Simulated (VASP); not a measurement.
# Cd2S (P1) in VASP: further runs, part 2 of 2

VASP 6.6.1. Earlier steps stand in the parts before.

### Step 3. Relaxation of cell and atoms, PBE

INCAR

```
PREC     = Accurate       # precision mode
ENCUT    = 500            # plane-wave cutoff, eV
EDIFF    = 1E-7           # SCF threshold, eV
ISMEAR   = 0              # smearing method
SIGMA    = 0.1            # smearing width, eV
LREAL    = False          # projectors in reciprocal space
LASPH    = True           # aspherical terms in the spheres
NELM     = 120            # most SCF steps
ALGO     = Normal         # electronic algorithm
ISIF     = 3              # what is computed and relaxed
LWAVE    = False          # write WAVECAR
LCHARG   = False          # write CHGCAR
GGA      = PE             # functional
IBRION   = 2              # ionic algorithm
NSW      = 90             # ionic steps
EDIFFG   = -0.04          # ionic threshold
GGA_COMPAT= False        
NELMIN   = 4
```

KPOINTS

```
Automatic mesh
0
Gamma
  4 4 4
```

POSCAR

```
Cd2S
1.0
    4.0062404205      0.0000000000      0.0000000000
    0.2345655681      5.8632429834      0.0000000000
    0.2333020921      0.2154812762      6.7511640113
Cd S
4 2
Direct
    0.4240053770      0.4644712796      0.9314621882
    0.8606506228      0.4618659893      0.4181570502
    0.5706615353      0.0134369545      0.9547307681
    0.0660156770      0.0172195009      0.4462898549
    0.0393256654      0.7640306556      0.1275177041
    0.5393411225      0.7789756202      0.6218424343
```

Potentials or basis: VASP PAW PBE potentials, release 64 (Cd, S).

Launch:

```console
> cat potpaw_PBE.64/Cd/POTCAR potpaw_PBE.64/S/POTCAR > POTCAR
> mpirun -np 1 vasp_std > vasp.out
```

OUTCAR:

```text
PREC = Accurate
   ENCUT = 500
   EDIFF = 1E-7
   ISMEAR = 0
   LREAL = False
   LASPH = True
   NELM = 120
   ISIF = 3
   GGA = PE
   IBRION = 2
   NSW = 90
   EDIFFG = -0.04
   NELMIN = 4

 ion  position               nearest neighbor table
   1  0.424  0.464  0.931-   5 2.65   3 2.69   6 2.78   3 3.31   2 3.78
   2  0.861  0.462  0.418-   6 2.62   5 2.70   4 2.71   4 3.41   1 3.78
   3  0.571  0.013  0.955-   5 2.62   6 2.69   1 2.69   5 2.83   1 3.31
   4  0.066  0.017  0.446-   6 2.61   5 2.66   2 2.71   6 2.79   2 3.41
   5  0.039  0.764  0.128-   3 2.62   1 2.65   4 2.66   2 2.70   3 2.83
   6  0.539  0.779  0.622-   4 2.61   2 2.62   3 2.69   1 2.78   4 2.79

  Warning from LATTYP: Got some problem with cell dimensions!
  Tried to take original basis but could not verify dimensions!
  LATTYP: Found a triclinic cell.
 ALAT       =     7.2361629138
 B/A-ratio  =     0.5536415457
 C/A-ratio  =     1.2163922937
 COS(alpha) =     0.0001435440
 COS(beta)  =     0.5199890423
 COS(gamma) =     0.5860572847

  Lattice vectors:

 A1 = (   4.2408059886,   5.8632429834,   0.0000000000)
 A2 = (   4.0062404205,   0.0000000000,   0.0000000000)
 A3 = (   0.0012634760,   5.6477617072,  -6.7511640113)

Analysis of symmetry for initial positions (statically):
=====================================================================
[... 298 lines left out ...]
  energy  without entropy=      -12.8841119205  energy(sigma->0) =      -12.88451120

[... ionic steps 4 to 13 ...]

--------------------------------------- Ionic step       14  -------------------------------------------

 number of electron      59.9999998 magnetization

------------------------ aborting loop because EDIFF is reached ----------------------------------------
[... 75 lines left out ...]
--------------------------------------- Ionic step       16  -------------------------------------------

 number of electron      59.9999997 magnetization

 Free energy of the ion-electron system (eV)
  ---------------------------------------------------
  ext. energy  EPLUGINS =         0.00000000
  ---------------------------------------------------
  free energy    TOTEN  =       -12.90425471 eV

  energy without entropy =      -12.90365627  energy(sigma->0) =      -12.90395549

 E-fermi :   1.3919     XC(G=0):  -9.2107

 val. band max:        1.2611824194   @ k =   0.2500   0.0000   0.0000
 cond. band min:       1.4992568446   @ k =   0.0000   0.5000   0.0000
 fundamental gap:      0.2380744252
 Fermi energy:         1.3919312716

 k-point     1 :       0.0000    0.0000    0.0000
  band No.  band energies     occupation
      1     -11.3761      2.00000
      2     -10.9294      2.00000
      3      -7.2509      2.00000
      4      -7.2014      2.00000
      5      -6.9402      2.00000
      6      -6.9187      2.00000
[... 925 lines left out ...]
     35       5.4705      0.00000
     36       6.0135      0.00000

 [... further k-points ...]

------------------------ aborting loop because EDIFF is reached ----------------------------------------

  FORCE on cell =-STRESS in cart. coord.  units (eV):
  Direction    XX          YY          ZZ          XY          YZ          ZX
  --------------------------------------------------------------------------------------
  -------------------------------------------------------------------------------------
  Total       -0.0772795     -0.1345199     -0.1074733      0.0496647      0.0080640      0.0467008
  in kB       -0.7699856     -1.3403082     -1.0708253      0.4948414      0.0803469      0.4653097
  external PRESSURE =      -1.0603730 kB  Pullay stress =       0.0000000 kB
[... 21 lines left out ...]
  FREE ENERGIE OF THE ION-ELECTRON SYSTEM (eV)
  ---------------------------------------------------
  free  energy   TOTEN  =       -12.9042547055 eV

  energy  without entropy=      -12.9036562702  energy(sigma->0) =      -12.90395549

 reached required accuracy - stopping structural energy minimisation
```

Run time: 21 min. Hardware: 1 thread of Intel Xeon 6975P-C (Granite Rapids), shared host; peak memory 0.36 GiB.

Results:

| Property | Result |
| --- | --- |
| Free energy | -12.9043 eV |
| Relaxed volume | 26.80 Å³/atom |
| Relaxed cell | a = 4.018 Å, b = 5.914 Å, c = 6.789 Å, α = 87.70°, β = 87.65°, γ = 86.60° |
| Space group after relaxing (to 0.1 Å) | P1 (No. 1) |
| Energy gained by relaxing | 5.0 meV/atom |
| Ionic steps | 16 |
| Pressure after relaxing | -0.1 GPa |
| Largest force after relaxing | 0.038 eV/Å |
| Band gap on the k mesh | 0.24 eV |

Forces in eV/Å, atoms in the order of the input:
```
Cd  -0.016 -0.006 -0.009
Cd   0.002  0.033 -0.002
Cd  -0.021 -0.027  0.012
Cd   0.008  0.010  0.026
S    0.009 -0.005 -0.037
S    0.018 -0.005  0.011
```

Step by step:
```tsv
step	energy change (eV)	largest force (eV/Å)	pressure (GPa)	volume (Å³)
1	0.0000	0.2148	0.35	158.58
2	-0.0093	0.1282	-0.09	159.90
3	-0.0106	0.1099	-0.32	160.66
4	-0.0154	0.1061	-0.07	159.92
5	-0.0165	0.1145	0.13	159.38
6	-0.0194	0.0696	0.08	159.60
7	-0.0204	0.1210	0.03	159.81
8	-0.0224	0.0981	-0.04	160.12
9	-0.0251	0.0850	-0.18	160.88
10	-0.0268	0.0671	-0.02	160.35
11	-0.0274	0.0548	0.19	159.71
12	-0.0283	0.0726	0.15	159.84
13	-0.0287	0.0981	0.10	160.02
14	-0.0297	0.0460	-0.02	160.48
15	-0.0299	0.0453	-0.13	160.91
16	-0.0300	0.0381	-0.11	160.80
```

Final structure:
```xyz
6
Lattice="4.0178 0.0393 0.0114 0.2933 5.9070 0.0180 0.2562 0.2395 6.7801" Properties=species:S:1:pos:R:3 pbc="T T T"
Cd    2.0285    3.0075    6.2384
Cd    3.8113    2.8499    2.8148
Cd    2.5233    0.3646    6.5090
Cd    0.3419    0.1805    3.1139
S     0.4192    4.5773    0.8691
S     2.5505    4.7243    4.2586
```

A k mesh can miss the band edges.
